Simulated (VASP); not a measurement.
# Sb (P6/mmm) in VASP: single point with PBE

Aim: the single point of Sb with PBE.

Program: VASP 6.6.1. These are calculated values, not measurements. Logs are shortened: lines on timing, memory, paths and dates and some standing lists are left out, and cuts for length are marked.

### 1 The cell of the first run

It takes space group P6/mmm (No. 191, hexagonal). Conventional cell: a = 2.455 Å, b = 2.455 Å, c = 2.302 Å, α = 90.00°, β = 90.00°, γ = 120.00°. Within 3.0 Å of Sb (site symmetry 6/mmm) lie 8 Sb at 2.30 to 2.46 Å.

This isn't the form of Sb at room conditions, which is rhombohedral.

### 2 Single point, PBE

File INCAR:

```
SYSTEM = Sb
PREC = Accurate
ENCUT = 500
EDIFF = 1E-6
ISMEAR = -1
SIGMA = 0.1
LREAL = .False.
LASPH = .True.
NELM = 120
ALGO = Normal
ISIF = 2
LWAVE = .False.
LCHARG = .True.
GGA = PE
LELF = .True.
LVHAR = .True.
NBANDS = 14
GGA_COMPAT = .False.
```

File KPOINTS:

```
regular mesh
0
Gamma
  18 18 16
  0 0 0
```

File POSCAR:

```
Sb
1.0
    2.4550816757      0.0000000000      0.0000000000
   -1.2275408379      2.1261630995      0.0000000000
    0.0000000000      0.0000000000      2.3018721286
Sb
1
Direct
    0.0000000000      0.0000000000      0.0000000000
```

Potentials or basis: VASP PAW PBE potentials, release 64 (Sb_d_GW).

Command:

```bash
> cat potpaw_PBE.64/Sb_d_GW/POTCAR > POTCAR
> mpirun -np 1 vasp_std > vasp.out
```

OUTCAR:

```text
SYSTEM = Sb
   PREC = Accurate
   ENCUT = 500
   EDIFF = 1E-6
   ISMEAR = -1
   LREAL = .False.
   LASPH = .True.
   NELM = 120
   ISIF = 2
   GGA = PE

 ion  position               nearest neighbor table
   1  0.000  0.000  0.000-

  LATTYP: Found a hexagonal cell.
 ALAT       =     2.4550816757
 C/A-ratio  =     0.9375949287

  Lattice vectors:

 A1 = (   2.4550816757,   0.0000000000,   0.0000000000)
 A2 = (  -1.2275408379,   2.1261630995,   0.0000000000)
 A3 = (   0.0000000000,   0.0000000000,   2.3018721286)

Analysis of symmetry for initial positions (statically):
=====================================================================
 Subroutine PRICEL returns:
 Original cell was already a primitive cell.

 Routine SETGRP: Setting up the symmetry group for a
 hexagonal supercell.

 Subroutine GETGRP returns: Found 24 space group operations
 (whereof 24 operations were pure point group operations)
 out of a pool of 24 trial point group operations.

The static configuration has the point symmetry D_6h.

Analysis of symmetry for dynamics (positions and initial velocities):
=====================================================================
 Subroutine PRICEL returns:
 Original cell was already a primitive cell.

 Routine SETGRP: Setting up the symmetry group for a
 hexagonal supercell.

 Subroutine GETGRP returns: Found 24 space group operations
 (whereof 24 operations were pure point group operations)
 out of a pool of 24 trial point group operations.

The dynamic configuration has the point symmetry D_6h.

 Subroutine INISYM returns: Found 24 space group operations
 (whereof 24 operations are pure point group operations),
 and found     1 'primitive' translations

----------------------------------------------------------------------------------------

                                     Primitive cell

  volume of cell :      12.0156

  direct lattice vectors                    reciprocal lattice vectors
     2.455081676  0.000000000  0.000000000     0.407318424  0.235165402  0.000000000
    -1.227540838  2.126163099  0.000000000     0.000000000  0.470330804  0.000000000
     0.000000000  0.000000000  2.301872129     0.000000000  0.000000000  0.434428997

  length of vectors
     2.455081676  2.455081676  2.301872129     0.470330804  0.470330804  0.434428997

  position of ions in fractional coordinates (direct lattice)
     0.000000000  0.000000000  0.000000000

  ion indices of the primitive-cell ions
   primitive index   ion index
                 1           1

----------------------------------------------------------------------------------------

 KPOINTS: regular mesh

Automatic generation of k-mesh.
 Grid dimensions read from file:
 generate k-points for:   18   18   16

 Generating k-lattice:

  Cartesian coordinates                     Fractional coordinates (reciprocal lattice)
     0.022628801  0.013064745  0.000000000     0.055555556  0.000000000  0.000000000
     0.000000000  0.026129489  0.000000000     0.000000000  0.055555556  0.000000000
     0.000000000  0.000000000  0.027151812     0.000000000  0.000000000  0.062500000

  Length of vectors
     0.026129489  0.026129489  0.027151812

  Shift w.r.t. Gamma in fractional coordinates (k-lattice)
     0.000000000  0.000000000  0.000000000

 Subroutine IBZKPT returns following result:
 ===========================================

 Found    333 irreducible k-points:

 Following reciprocal coordinates:
            Coordinates               Weight
  0.000000  0.000000  0.000000      1.000000
  0.055556 -0.000000  0.000000      6.000000
  0.111111 -0.000000  0.000000      6.000000
  0.166667  0.000000  0.000000      6.000000
  0.222222 -0.000000  0.000000      6.000000
  0.277778  0.000000  0.000000      6.000000
[... 16 lines left out ...]
  0.333333  0.111111  0.000000     12.000000
  0.388889  0.111111  0.000000     12.000000
 [... further k-points ...]
   k-points           NKPTS =    333   k-points in BZ     NKDIM =    333   number of bands    NBANDS=     14
   number of dos      NEDOS =    301   number of ions     NIONS =      1
   total plane-waves  NPLWV =   5832
   dimension x,y,z NGX =    18 NGY =   18 NGZ =   18
   dimension x,y,z NGXF=    36 NGYF=   36 NGZF=   36
   ions per type =               1
   NGX,Y,Z   is equivalent  to a cutoff of  12.19, 12.19, 13.00 a.u.
   NGXF,Y,Z  is equivalent  to a cutoff of  24.38, 24.38, 26.00 a.u.
 SYSTEM =  Sb
   PREC   = accura    normal or accurate (medium, high low for compatibility)
   ISTART =      0    job   : 0-new  1-cont  2-samecut
   ICHARG =      2    charge: 1-file 2-atom 10-const
   ISPIN  =      1    spin polarized calculation?
   LNONCOLLINEAR =      F non collinear calculations
   LSORBIT =      F    spin-orbit coupling
   LASPH  =      T    aspherical Exc in radial PAW
   ENCUT  =  500.0 eV  36.75 Ry    6.06 a.u.   4.48  4.48  4.20*2*pi/ulx,y,z
   NELM   =    120;   NELMIN=  2; NELMDL= -5     # of ELM steps
   EDIFF  = 0.1E-05   stopping-criterion for ELM
   LREAL  =      F    real-space projection
   EDIFFG = 0.1E-04   stopping-criterion for IOM
   NSW    =      0    number of steps for IOM
   IBRION =     -1    ionic relax: 0-MD 1-quasi-New 2-CG
   NFREE  =      0    steps in history (QN), initial steepest desc. (CG)
   ISIF   =      2    stress and relaxation
   ISYM   =      2    0-nonsym 1-usesym 2-fastsym
   POTIM  = 0.5000    time-step for ionic-motion
   TEBEG  =    0.0;   TEEND  =   0.0 temperature during run
   PSTRESS=    0.0 pullay stress
   NELECT =      15.0000    total number of electrons
   NUPDOWN=      -1.0000    fix difference up-down
   EMIN   =  10.00;   EMAX   =-10.00  energy-range for DOS
   EFERMI =   0.00;   METHOD = LEGACY
   ISMEAR =    -1;   SIGMA  =   0.10  broadening in eV -4-tet -1-fermi 0-gaus
   EFERMI_NEDOS =   21; number of points for ismear=-14 and -15
   IALGO  =     38    algorithm
   IMIX   =      4    mixing-type and parameters
     AMIX     =   0.40;   BMIX     =  1.00
     AMIX_MAG =   1.60;   BMIX_MAG =  1.00
  volume/ion in A,a.u.               =      12.02        81.08
  Fermi-wavevector in a.u.,A,eV,Ry     =   1.762750  3.331114 42.277205  3.107287
  Thomas-Fermi vector in A             =   2.831061
   LORBIT       =      0    0 simple, 1 ext, 2 COOP (PROOUT), +10 PAW based schemes
   GGA     = PE    functional components
   LHFCALC =     F    Hartree Fock is set to
   AEXX    =    0.0000 exact exchange contribution
   IVDW    =     0    specifies the selected vdW correction
   LEPSILON=     F    determine dielectric tensor
   LRPA    =     F    only Hartree local field effects (RPA)
 non-spin polarized calculation
  energy-cutoff  :      500.00
  volume of cell :       12.02
 maximum number of plane-waves:       332
 NGX is ok and might be reduce to    18
   NGX =  9   NGY =  9   NGZ =  9

 number of electron      15.0000005 magnetization

 Free energy of the ion-electron system (eV)
  ---------------------------------------------------
  ext. energy  EPLUGINS =         0.00000000
  ---------------------------------------------------
  free energy    TOTEN  =         4.80159235 eV

  energy without entropy =        4.81391599  energy(sigma->0) =        4.80775417

 E-fermi :  19.9579     XC(G=0): -15.0476

 val. band max:       19.9363210654   @ k =   0.3333   0.1111   0.1875
 cond. band min:      19.9695972558   @ k =   0.3333   0.2222   0.3750
 fundamental gap:      0.0332761905
 Fermi energy:        19.9579340775

 k-point     1 :       0.0000    0.0000    0.0000
  band No.  band energies     occupation
      1     -13.6890      2.00000
      2     -12.3996      2.00000
      3     -12.3996      2.00000
      4     -11.2419      2.00000
      5     -11.2419      2.00000
      6      -3.6425      2.00000
      7      24.7437      0.00000
      8      27.4187      0.00000
      9      29.5020      0.00000
     10      29.5020      0.00000
     11      30.4545      0.00000
     12      34.6140      0.00000
     13      34.6140      0.00000
     14      40.1185      0.00000

 k-point     2 :       0.0556   -0.0000    0.0000
  band No.  band energies     occupation
      1     -13.6706      2.00000
      2     -12.4114      2.00000
      3     -12.3638      2.00000
      4     -11.2597      2.00000
      5     -11.2459      2.00000
      6      -3.5265      2.00000
      7      24.8958      0.00000
      8      27.0100      0.00000
      9      28.5687      0.00000
     10      28.9260      0.00000
     11      30.5090      0.00000
     12      35.2017      0.00000
     13      35.4625      0.00000
     14      40.7287      0.00000

 k-point     3 :       0.1111   -0.0000    0.0000
  band No.  band energies     occupation
      1     -13.6196      2.00000
      2     -12.4446      2.00000
      3     -12.2597      2.00000
      4     -11.3108      2.00000
      5     -11.2574      2.00000
      6      -3.1753      2.00000
      7      24.9888      0.00000
      8      25.3470      0.00000
      9      27.6781      0.00000
     10      27.9702      0.00000
     11      30.5197      0.00000
     12      36.4539      0.00000
     13      36.8576      0.00000
     14      42.4283      0.00000

 k-point     4 :       0.1667    0.0000    0.0000
  band No.  band energies     occupation
      1     -13.5478      2.00000
      2     -12.4923      2.00000
      3     -12.0979      2.00000
      4     -11.3884      2.00000
      5     -11.2749      2.00000
      6      -2.5819      2.00000
      7      22.2007      0.00000
      8      26.0824      0.00000
      9      26.2707      0.00000
     10      27.8204      0.00000
     11      30.4918      0.00000
     12      37.7605      0.00000
     13      38.2560      0.00000
     14      43.3137      0.00000

 k-point     5 :       0.2222   -0.0000    0.0000
  band No.  band energies     occupation
      1     -13.4727      2.00000
      2     -12.5428      2.00000
      3     -11.8954      2.00000
      4     -11.4825      2.00000
      5     -11.2964      2.00000
      6      -1.7384      2.00000
      7      19.2983      1.99727
      8      24.9092      0.00000
      9      27.0761      0.00000
     10      27.7347      0.00000
     11      30.4372      0.00000
[... 276 lines left out ...]
 k-point    22 :       0.2778    0.1111    0.0000
  band No.  band energies     occupation
      1     -13.3079      2.00000
      2     -12.5727      2.00000
      3     -11.6699      2.00000
      4     -11.5195      2.00000
      5     -11.3741      2.00000
      6       1.0976      2.00000
      7      13.9511      2.00000
      8      19.4957      1.98054
      9      30.0911      0.00000
     10      30.3697      0.00000
     11      30.9178      0.00000
     12      37.8870      0.00000
     13      39.9937      0.00000
     14      42.1470      0.00000

 k-point    23 :       0.3333    0.1111    0.0000
  band No.  band energies     occupation
      1     -13.2871      2.00000
      2     -12.5606      2.00000
      3     -11.7333      2.00000
      4     -11.3965      2.00000
      5     -11.3828      2.00000
      6       2.7003      2.00000
      7      11.3477      2.00000
      8      18.8644      1.99996
      9      30.4242      0.00000
     10      30.7620      0.00000
     11      31.5424      0.00000
     12      38.0081      0.00000
     13      39.0752      0.00000
     14      41.6616      0.00000

 k-point    24 :       0.3889    0.1111    0.0000
  band No.  band energies     occupation
      1     -13.2828      2.00000
      2     -12.5442      2.00000
      3     -11.7743      2.00000
      4     -11.4110      2.00000
      5     -11.2924      2.00000
      6       4.5266      2.00000
      7       8.9164      2.00000
      8      18.4705      2.00000
      9      30.4879      0.00000
     10      30.6358      0.00000
     11      32.8463      0.00000
     12      37.8363      0.00000
     13      38.2018      0.00000
     14      41.4291      0.00000

 [... further k-points ...]

------------------------ aborting loop because EDIFF is reached ----------------------------------------

  FORCE on cell =-STRESS in cart. coord.  units (eV):
  Direction    XX          YY          ZZ          XY          YZ          ZX
  --------------------------------------------------------------------------------------
  -------------------------------------------------------------------------------------
  Total       27.8108234     27.8108234     27.8339120     -0.0000000     -0.0000000     -0.0000000
  in kB     3708.3499746   3708.3499745   3711.4286550     -0.0000001     -0.0000000     -0.0000000
  external PRESSURE =    3709.3762014 kB  Pullay stress =       0.0000000 kB

 VOLUME and BASIS-vectors are now :
 -----------------------------------------------------------------------------
  energy-cutoff  :      500.00
  volume of cell :       12.02
      direct lattice vectors                 reciprocal lattice vectors
     2.455081676  0.000000000  0.000000000     0.407318424  0.235165402  0.000000000
    -1.227540838  2.126163099  0.000000000     0.000000000  0.470330804  0.000000000
     0.000000000  0.000000000  2.301872129     0.000000000  0.000000000  0.434428997

 POSITION                                       TOTAL-FORCE (eV/Angst)
 -----------------------------------------------------------------------------------
      0.00000      0.00000      0.00000        -0.000000      0.000000      0.000000
 -----------------------------------------------------------------------------------
    total drift:                                0.000000      0.000000      0.000000

  FREE ENERGIE OF THE ION-ELECTRON SYSTEM (eV)
  ---------------------------------------------------
  free  energy   TOTEN  =         4.8015923467 eV

  energy  without entropy=        4.8139159949  energy(sigma->0) =        4.80775417
```

Run time: 20 s. Hardware: 1 thread of Intel Xeon 6975P-C (Granite Rapids), shared host; peak memory 0.18 GiB.

What came out:

- Free energy: 4.8016 eV
- Pressure: 370.9 GPa
- Band gap on the k mesh: zero (an odd number of electrons rules out a gap without spin polarisation)

Caveat: the cell stands under pressure; spin-orbit coupling is left out, which moves the levels of the heavy elements.

The gap in the log of VASP goes by the Fermi energy; the results here count the filled bands.